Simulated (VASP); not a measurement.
Write the native input for VASP 6.6.1 that does the following.

```
Task                   : single point
Functional             : r2SCAN
Potentials or basis    : VASP PAW PBE potentials, release 64 (Ba_sv, S)
Cutoff                 : 520 eV
k mesh                 : 6 × 6 × 6
Occupations            : gaussian, width 0.01 eV
Spin                   : no spin polarisation
Dipole correction      : no
Further INCAR settings : ALGO = Normal; EDIFF = 1e-06; NBANDS = 15
```

Crystal: BaS.

```
Ba S
1.0
     0.00000    3.21191    3.21191
     3.21191    0.00000    3.21191
     3.21191    3.21191    0.00000
Ba S
1 1
Direct
  0.00000 0.00000 0.00000
  0.50000 0.50000 0.50000
```

The input as run:

POSCAR

```
BaS
1.0
    0.0000000000      3.2119099264      3.2119099264
    3.2119099264      0.0000000000      3.2119099264
    3.2119099264      3.2119099264      0.0000000000
Ba S
1 1
Direct
    0.0000000000      0.0000000000      0.0000000000
    0.5000000000      0.5000000000      0.5000000000
```

INCAR.step1

```
SYSTEM = BaS
  ALGO = Normal
  EDIFF = 1E-4
  ENCUT = 520
  GGA = PE
  ISMEAR = 0
  LASPH = .True.
  LCHARG = .False.
  LREAL = .False.
  LWAVE = .True.
  NBANDS = 15
  NELM = 60
  PREC = Accurate
  SIGMA = 0.01
```

INCAR.step2

```
SYSTEM = BaS
  ALGO = Normal
  EDIFF = 1E-6
  ENCUT = 520
  ISIF = 2
  ISMEAR = 0
  ISTART = 1
  LASPH = .True.
  LCHARG = .True.
  LELF = .True.
  LMIXTAU = .True.
  LREAL = .False.
  LVHAR = .True.
  LWAVE = .False.
  METAGGA = R2SCAN
  NBANDS = 15
  NELM = 60
  PREC = Accurate
  SIGMA = 0.01
```

KPOINTS

```
k-points
0
Gamma
  6 6 6
  0 0 0
```

Potentials or basis: VASP PAW PBE potentials, release 64 (Ba_sv, S).

Run with:

```bash
$ cat potpaw_PBE.64/Ba_sv/POTCAR potpaw_PBE.64/S/POTCAR > POTCAR
$ cp INCAR.step1 INCAR
$ mpirun -np 1 vasp_std > vasp.out
$ cp INCAR.step2 INCAR
$ mpirun -np 1 vasp_std > vasp.out
```

It gave:

```json
{
 "Pressure": "0.6 GPa",
 "Band gap on the k mesh": "2.49 eV, indirect (least direct gap 2.63 eV)"
}
```

Caveat: the PAW data sets were made with another functional, which shifts forces and pressure a little; spin-orbit coupling is left out, which moves the levels of the heavy elements.

Run time: 75 s on 1 thread of Intel Xeon 6975P-C, on a shared host, peak memory 0.21 GiB.
